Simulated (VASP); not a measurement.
# Pb (Fm-3m) in VASP: a series of runs

The runs below take Pb through single point, with PBE.

All numbers are computed with VASP 6.6.1; they aren't measurements. Logs are shortened: lines on timing, memory, paths and dates and some standing lists are left out, and cuts for length are marked.

## 1. The cell of the first run

It takes space group Fm-3m (No. 225, cubic). Conventional cell: a = 3.805 Å, b = 3.805 Å, c = 3.805 Å, α = 90.00°, β = 90.00°, γ = 90.00°. Pb (site symmetry m-3m) has 12 Pb at 2.69 Å within 3.5 Å.

## 2. Single point, PBE (volume scaled by 0.43)

INCAR

```
SYSTEM = Pb
ALGO = Normal
EDIFF = 1E-6
ENCUT = 500
GGA = PE
GGA_COMPAT = .FALSE.
ISIF = 2
ISMEAR = -1
LASPH = .TRUE.
LCHARG = .FALSE.
LREAL = .FALSE.
LWAVE = .FALSE.
NBANDS = 13
NELM = 120
PREC = Accurate
SIGMA = 0.05
```

KPOINTS

```
k-points
0
G
  14 14 14
  0 0 0
```

POSCAR

```
Pb
1.0
    0.0000000000      1.9022577303      1.9022577303
    1.9022577303      0.0000000000      1.9022577303
    1.9022577303      1.9022577303      0.0000000000
Pb
1
Direct
    0.0000000000      0.0000000000      0.0000000000
```

Potentials or basis: VASP PAW PBE potentials, release 64 (Pb_d).

Command:

```sh
cat potpaw_PBE.64/Pb_d/POTCAR > POTCAR
mpirun -np 1 vasp_std > vasp.out
```

OUTCAR:

```text
SYSTEM = Pb
   EDIFF = 1E-6
   ENCUT = 500
   GGA = PE
   ISIF = 2
   ISMEAR = -1
   LASPH = .TRUE.
   LREAL = .FALSE.
   NELM = 120
   PREC = Accurate

 ion  position               nearest neighbor table
   1  0.000  0.000  0.000-

  LATTYP: Found a face centered cubic cell.
 ALAT       =     3.8045154606

  Lattice vectors:

 A1 = (   0.0000000000,   1.9022577303,   1.9022577303)
 A2 = (   1.9022577303,   0.0000000000,   1.9022577303)
 A3 = (   1.9022577303,   1.9022577303,   0.0000000000)

Analysis of symmetry for initial positions (statically):
=====================================================================
 Subroutine PRICEL returns:
 Original cell was already a primitive cell.

 Routine SETGRP: Setting up the symmetry group for a
 face centered cubic supercell.

 Subroutine GETGRP returns: Found 48 space group operations
 (whereof 48 operations were pure point group operations)
 out of a pool of 48 trial point group operations.

The static configuration has the point symmetry O_h .

Analysis of symmetry for dynamics (positions and initial velocities):
=====================================================================
 Subroutine PRICEL returns:
 Original cell was already a primitive cell.

 Routine SETGRP: Setting up the symmetry group for a
 face centered cubic supercell.

 Subroutine GETGRP returns: Found 48 space group operations
 (whereof 48 operations were pure point group operations)
 out of a pool of 48 trial point group operations.

The dynamic configuration has the point symmetry O_h .

 Subroutine INISYM returns: Found 48 space group operations
 (whereof 48 operations are pure point group operations),
 and found     1 'primitive' translations

----------------------------------------------------------------------------------------

                                     Primitive cell

  volume of cell :      13.7670

  direct lattice vectors                    reciprocal lattice vectors
     0.000000000  1.902257730  1.902257730    -0.262845561  0.262845561  0.262845561
     1.902257730  0.000000000  1.902257730     0.262845561 -0.262845561  0.262845561
     1.902257730  1.902257730  0.000000000     0.262845561  0.262845561 -0.262845561

  length of vectors
     2.690198681  2.690198681  2.690198681     0.455261866  0.455261866  0.455261866

  position of ions in fractional coordinates (direct lattice)
     0.000000000  0.000000000  0.000000000

  ion indices of the primitive-cell ions
   primitive index   ion index
                 1           1

----------------------------------------------------------------------------------------

 KPOINTS: k-points

Automatic generation of k-mesh.
 Grid dimensions read from file:
 generate k-points for:   14   14   14

 Generating k-lattice:

  Cartesian coordinates                     Fractional coordinates (reciprocal lattice)
    -0.018774683  0.018774683  0.018774683     0.071428571  0.000000000  0.000000000
     0.018774683 -0.018774683  0.018774683     0.000000000  0.071428571  0.000000000
     0.018774683  0.018774683 -0.018774683     0.000000000  0.000000000  0.071428571

  Length of vectors
     0.032518705  0.032518705  0.032518705

  Shift w.r.t. Gamma in fractional coordinates (k-lattice)
     0.000000000  0.000000000  0.000000000

 Subroutine IBZKPT returns following result:
 ===========================================

 Found    104 irreducible k-points:

 Following reciprocal coordinates:
            Coordinates               Weight
  0.000000  0.000000  0.000000      1.000000
  0.071429  0.000000  0.000000      8.000000
  0.142857  0.000000  0.000000      8.000000
  0.214286  0.000000  0.000000      8.000000
  0.285714  0.000000  0.000000      8.000000
  0.357143  0.000000  0.000000      8.000000
[... 16 lines left out ...]
  0.214286  0.142857  0.000000     24.000000
  0.285714  0.142857  0.000000     24.000000
 [... further k-points ...]
   k-points           NKPTS =    104   k-points in BZ     NKDIM =    104   number of bands    NBANDS=     13
   number of dos      NEDOS =    301   number of ions     NIONS =      1
   total plane-waves  NPLWV =   8000
   dimension x,y,z NGX =    20 NGY =   20 NGZ =   20
   dimension x,y,z NGXF=    40 NGYF=   40 NGZF=   40
   ions per type =               1
   NGX,Y,Z   is equivalent  to a cutoff of  12.36, 12.36, 12.36 a.u.
   NGXF,Y,Z  is equivalent  to a cutoff of  24.72, 24.72, 24.72 a.u.
 SYSTEM =  Pb
   PREC   = accura    normal or accurate (medium, high low for compatibility)
   ISTART =      0    job   : 0-new  1-cont  2-samecut
   ICHARG =      2    charge: 1-file 2-atom 10-const
   ISPIN  =      1    spin polarized calculation?
   LNONCOLLINEAR =      F non collinear calculations
   LSORBIT =      F    spin-orbit coupling
   LASPH  =      T    aspherical Exc in radial PAW
   ENCUT  =  500.0 eV  36.75 Ry    6.06 a.u.   4.90  4.90  4.90*2*pi/ulx,y,z
   NELM   =    120;   NELMIN=  2; NELMDL= -5     # of ELM steps
   EDIFF  = 0.1E-05   stopping-criterion for ELM
   LREAL  =      F    real-space projection
   EDIFFG = 0.1E-04   stopping-criterion for IOM
   NSW    =      0    number of steps for IOM
   IBRION =     -1    ionic relax: 0-MD 1-quasi-New 2-CG
   NFREE  =      0    steps in history (QN), initial steepest desc. (CG)
   ISIF   =      2    stress and relaxation
   ISYM   =      2    0-nonsym 1-usesym 2-fastsym
   POTIM  = 0.5000    time-step for ionic-motion
   TEBEG  =    0.0;   TEEND  =   0.0 temperature during run
   PSTRESS=    0.0 pullay stress
   NELECT =      14.0000    total number of electrons
   NUPDOWN=      -1.0000    fix difference up-down
   EMIN   =  10.00;   EMAX   =-10.00  energy-range for DOS
   EFERMI =   0.00;   METHOD = LEGACY
   ISMEAR =    -1;   SIGMA  =   0.05  broadening in eV -4-tet -1-fermi 0-gaus
   EFERMI_NEDOS =   21; number of points for ismear=-14 and -15
   IALGO  =     38    algorithm
   IMIX   =      4    mixing-type and parameters
     AMIX     =   0.40;   BMIX     =  1.00
     AMIX_MAG =   1.60;   BMIX_MAG =  1.00
  volume/ion in A,a.u.               =      13.77        92.90
  Fermi-wavevector in a.u.,A,eV,Ry     =   1.646284  3.111026 36.875214  2.710252
  Thomas-Fermi vector in A             =   2.735938
   LORBIT       =      0    0 simple, 1 ext, 2 COOP (PROOUT), +10 PAW based schemes
   GGA     = PE    functional components
   LHFCALC =     F    Hartree Fock is set to
   AEXX    =    0.0000 exact exchange contribution
   IVDW    =     0    specifies the selected vdW correction
   LEPSILON=     F    determine dielectric tensor
   LRPA    =     F    only Hartree local field effects (RPA)
 non-spin polarized calculation
  energy-cutoff  :      500.00
  volume of cell :       13.77
 maximum number of plane-waves:       359
   NGX =  9   NGY =  9   NGZ =  9

 number of electron      14.0000003 magnetization

 Free energy of the ion-electron system (eV)
  ---------------------------------------------------
  ext. energy  EPLUGINS =         0.00000000
  ---------------------------------------------------
  free energy    TOTEN  =         3.05999437 eV

  energy without entropy =        3.06270262  energy(sigma->0) =        3.06134850

 E-fermi :  21.5701     XC(G=0): -14.6176

 val. band max:       21.5676517225   @ k =  -0.4286   0.3571   0.1429
 cond. band min:      21.7186858151   @ k =   0.2857   0.0000   0.0000
 fundamental gap:      0.1510340926
 Fermi energy:        21.5701063587

 k-point     1 :       0.0000    0.0000    0.0000
  band No.  band energies     occupation
      1       0.3331      2.00000
      2       1.1349      2.00000
      3       1.1349      2.00000
      4       1.1349      2.00000
      5       2.3028      2.00000
      6       2.3028      2.00000
      7      28.7816      0.00000
      8      33.1549      0.00000
      9      33.1549      0.00000
     10      33.1549      0.00000
     11      39.8767      0.00000
     12      41.8595      0.00000
     13      41.8595      0.00000

 k-point     2 :       0.0714    0.0000    0.0000
  band No.  band energies     occupation
      1       0.5192      2.00000
      2       1.1242      2.00000
      3       1.1865      2.00000
      4       1.1865      2.00000
      5       2.2885      2.00000
      6       2.2885      2.00000
      7      28.8990      0.00000
      8      31.8750      0.00000
      9      33.3169      0.00000
     10      33.3169      0.00000
     11      39.7919      0.00000
     12      41.1167      0.00000
     13      41.1167      0.00000

 k-point     3 :       0.1429    0.0000    0.0000
  band No.  band energies     occupation
      1       0.6972      2.00000
      2       1.3061      2.00000
      3       1.3061      2.00000
      4       1.4851      2.00000
      5       2.2792      2.00000
      6       2.2792      2.00000
      7      28.2970      0.00000
      8      30.0743      0.00000
      9      33.7175      0.00000
     10      33.7175      0.00000
     11      37.7182      0.00000
     12      39.4813      0.00000
     13      39.4813      0.00000

 k-point     4 :       0.2143    0.0000    0.0000
  band No.  band energies     occupation
      1       0.5169      2.00000
      2       1.3871      2.00000
      3       1.3871      2.00000
      4       2.3732      2.00000
      5       2.3732      2.00000
      6       2.5997      2.00000
      7      25.2558      0.00000
      8      29.9777      0.00000
      9      33.9785      0.00000
     10      33.9785      0.00000
     11      36.6596      0.00000
     12      37.9633      0.00000
     13      37.9633      0.00000

 k-point     5 :       0.2857    0.0000    0.0000
  band No.  band energies     occupation
      1       0.2705      2.00000
      2       1.3550      2.00000
      3       1.3550      2.00000
      4       2.6232      2.00000
      5       2.6232      2.00000
      6       4.2117      2.00000
      7      21.7187      0.09745
      8      29.6132      0.00000
      9      33.3713      0.00000
     10      33.3713      0.00000
     11      37.1189      0.00000
     12      37.5787      0.00000
     13      37.5787      0.00000
[... 257 lines left out ...]
 k-point    22 :       0.1429    0.1429    0.0000
  band No.  band energies     occupation
      1       0.8243      2.00000
      2       1.1796      2.00000
      3       1.5059      2.00000
      4       1.5059      2.00000
      5       2.2078      2.00000
      6       2.4676      2.00000
      7      29.5007      0.00000
      8      31.1841      0.00000
      9      31.4020      0.00000
     10      31.4020      0.00000
     11      37.2779      0.00000
     12      39.6048      0.00000
     13      39.6048      0.00000

 k-point    23 :       0.2143    0.1429    0.0000
  band No.  band energies     occupation
      1       0.6885      2.00000
      2       1.3023      2.00000
      3       1.6078      2.00000
      4       1.6722      2.00000
      5       2.5715      2.00000
      6       2.7912      2.00000
      7      28.0199      0.00000
      8      30.0720      0.00000
      9      30.5049      0.00000
     10      32.3642      0.00000
     11      35.1143      0.00000
     12      39.5870      0.00000
     13      39.7312      0.00000

 k-point    24 :       0.2857    0.1429    0.0000
  band No.  band energies     occupation
      1       0.5279      2.00000
      2       1.4136      2.00000
      3       1.5660      2.00000
      4       1.7367      2.00000
      5       2.7751      2.00000
      6       4.0740      2.00000
      7      24.5659      0.00000
      8      29.7357      0.00000
      9      29.9816      0.00000
     10      31.9693      0.00000
     11      35.4943      0.00000
     12      39.5047      0.00000
     13      39.8844      0.00000

 [... further k-points ...]

------------------------ aborting loop because EDIFF is reached ----------------------------------------

  FORCE on cell =-STRESS in cart. coord.  units (eV):
  Direction    XX          YY          ZZ          XY          YZ          ZX
  --------------------------------------------------------------------------------------
  -------------------------------------------------------------------------------------
  Total       22.8647682     22.8647682     22.8647682     -0.0000000     -0.0000000      0.0000000
  in kB     2660.9659410   2660.9659410   2660.9659410     -0.0000000     -0.0000000      0.0000000
  external PRESSURE =    2660.9659410 kB  Pullay stress =       0.0000000 kB

 VOLUME and BASIS-vectors are now :
 -----------------------------------------------------------------------------
  energy-cutoff  :      500.00
  volume of cell :       13.77
      direct lattice vectors                 reciprocal lattice vectors
     0.000000000  1.902257730  1.902257730    -0.262845561  0.262845561  0.262845561
     1.902257730  0.000000000  1.902257730     0.262845561 -0.262845561  0.262845561
     1.902257730  1.902257730  0.000000000     0.262845561  0.262845561 -0.262845561

 POSITION                                       TOTAL-FORCE (eV/Angst)
 -----------------------------------------------------------------------------------
      0.00000      0.00000      0.00000         0.000000      0.000000     -0.000000
 -----------------------------------------------------------------------------------
    total drift:                               -0.000000     -0.000000     -0.000000

  FREE ENERGIE OF THE ION-ELECTRON SYSTEM (eV)
  ---------------------------------------------------
  free  energy   TOTEN  =         3.0599943745 eV

  energy  without entropy=        3.0627026246  energy(sigma->0) =        3.06134850
```

Run time: 10 s. Hardware: 1 thread of AMD EPYC 9R14 (Zen 4), shared host; peak memory 0.1 GiB.

What came out:

| Item | Value |
| --- | --- |
| Free energy | 3.0600 eV |
| Pressure | 266.1 GPa |
| Band gap on the k mesh | zero (band 7 reaches 29.50 eV, above the bottom of band 8 at 18.31 eV) |

Levels at points of the mesh, in eV from the Fermi level:
```csv
k point,band 5,band 6,band 7,band 8,band 9,band 10
"(0.00, 0.00, 0.00)",-19.27,-19.27,7.21,11.58,11.58,11.58
"(0.50, 0.00, 0.00)",-18.30,-10.72,-9.25,6.82,9.41,9.41
"(0.50, 0.50, 0.00)",-18.06,-8.66,-5.50,1.55,1.55,8.97
```

Caveat: spin-orbit coupling is left out, which moves the levels of the heavy elements.

(Part 1 of 2 ends here.)
